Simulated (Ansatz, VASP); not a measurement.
**Rb2Pt: VASP beside Ansatz**

File INCAR:

```
  PREC = Accurate
  ENCUT = 600
  EDIFF = 1E-7
  ISMEAR = 0
  SIGMA = 0.02
  LREAL = F
  LASPH = T
  NELM = 100
  ALGO = Normal
  ISIF = 3
  LWAVE = F
  LCHARG = F
  GGA = PE
  IBRION = 2
  NSW = 100
  EDIFFG = -0.01
```

Contents of KPOINTS:

```
regular mesh
0
Gamma
  6 6 6
```

Contents of POSCAR:

```
Rb2Pt
1.0
    5.2171907071      0.0000000000      0.0000000000
   -2.6085953535      4.5182196887      0.0000000000
    0.0000000000      0.0000000000      5.9608884528
Rb Pt
2 1
Direct
    0.6666666667      0.3333333333      0.7679376425
    0.3333333333      0.6666666667      0.2320623575
    0.0000000000      0.0000000000      0.0000000000
```

Input for Ansatz:

```yaml
crystal:
  lattice:
    - [5.2171907071, 0.0, 0.0]
    - [-2.6085953535, 4.5182196887, 0.0]
    - [0.0, 0.0, 5.9608884528]
  atoms:
    - { symbol: Rb, position: [0.6666666667, 0.3333333333, 0.7679376425] }
    - { symbol: Rb, position: [0.3333333333, 0.6666666667, 0.2320623575] }
    - { symbol: Pt, position: [0.0, 0.0, 0.0] }
basis:
  ecutwfc: 420
kpoints:
  mp_grid: { grid: [6, 6, 6] }
hamiltonian:
  xc: pbe
scf:
  occupations: { method: gaussian, width: 0.02 }
output:
  forces: true
  stress: true
  eigenvalues: true
  write_density: true
  write_potential: true
  elf: true
  volumetric_format: npy
relax:
  adjacent_minimum: "off"
  f_tol: 0.01
  max_steps: 80
  cell: { stress_tol: 0.05 }
```

Alike in both runs: task relaxation of cell and atoms; functional PBE; k mesh 6 × 6 × 6; occupations gaussian, width 0.02 eV; no spin polarisation.

|  | VASP | Ansatz |
| --- | --- | --- |
| version | VASP 6.6.1 | Ansatz 0.2.0 |
| potentials or method | VASP PAW PBE potentials, release 64 (Rb_sv, Pt), cutoff 600 eV | scalar-relativistic, plane waves, PAW |
| valence electrons in the cell | 28 | 36 |

|  | VASP | Ansatz | Ansatz less VASP |
| --- | --- | --- | --- |
| gap on the k mesh at the Fermi level, each at its own relaxed structure (eV) | 0.63 | 0.64 | +0.012 |
| relaxed volume (Å³/atom) | 46.92 | 46.84 | -0.079 |
| relaxed cell length with the largest relative difference (Å) | 5.221 | 5.217 | -0.0037 |

VASP's potentials hold 28 valence electrons a cell and Ansatz's 36, so a difference there can come from the potentials and not from the codes.

Neither program's run includes spin-orbit coupling.
